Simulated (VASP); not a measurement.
Wanted: the native input for a VASP 6.6.1 run.

| Item | Value |
| --- | --- |
| Task | single point |
| Functional | r2SCAN |
| Potentials or basis | VASP PAW PBE potentials, release 64 (Cd) |
| Cutoff | 520 eV |
| k mesh | 15 × 15 × 7 |
| Occupations | fermi-dirac, width 0.1 eV |
| Spin | no spin polarisation |
| Dipole correction | no |
| Further INCAR settings | ALGO = Normal; EDIFF = 1e-06; NBANDS = 19 |

Cd:

```
CELL_PARAMETERS angstrom
-2.14351 1.82000 1.41859
1.82000 -2.14351 1.41859
4.04033 4.04033 -2.01110
ATOMIC_POSITIONS crystal
Cd 0.87504 0.12496 0.00000
Cd 0.87496 0.12504 0.50000
```

The input as run:

POSCAR

```
Cd
1.0
   -2.1435088887      1.8199989046      1.4185931031
    1.8199989046     -2.1435088887      1.4185931031
    4.0403270951      4.0403270951     -2.0111022315
Cd
2
Direct
    0.8750370714      0.1249629286      1.0000000000
    0.8749629286      0.1250370714      0.5000000000
```

INCAR.step1

```
ALGO = Normal ; EDIFF = 1E-4
ENCUT = 520 ; GGA = PE
ISMEAR = -1 ; LASPH = True
LCHARG = False ; LREAL = False
LWAVE = True ; NBANDS = 19
NELM = 80 ; PREC = Accurate
SIGMA = 0.1
```

INCAR.step2

```
ALGO = Normal ; EDIFF = 1E-6
ENCUT = 520 ; ISIF = 2
ISMEAR = -1 ; ISTART = 1
LASPH = True ; LCHARG = True
LELF = True ; LMIXTAU = True
LREAL = False ; LVHAR = True
LWAVE = False ; METAGGA = R2SCAN
NBANDS = 19 ; NELM = 80
PREC = Accurate ; SIGMA = 0.1
```

KPOINTS

```
k-points
0
Gamma
  15 15 7
```

Potentials or basis: VASP PAW PBE potentials, release 64 (Cd).

Launch:

```sh
$ cat potpaw_PBE.64/Cd/POTCAR > POTCAR
$ cp INCAR.step1 INCAR
$ mpirun -np 1 vasp_std > vasp.out
$ cp INCAR.step2 INCAR
$ mpirun -np 1 vasp_std > vasp.out
```

It gave:

```yaml
Pressure: 2.9 GPa
Band_gap_on_the_k_mesh: zero (bands 12 and 13 overlap by 3.28 eV)
```

Caveat: the PAW data sets were made with another functional, which shifts forces and pressure a little.

It took 21 min on 1 thread of Oxide Virtual Turin-like Processor, with other jobs on the host, peak memory 0.36 GiB.
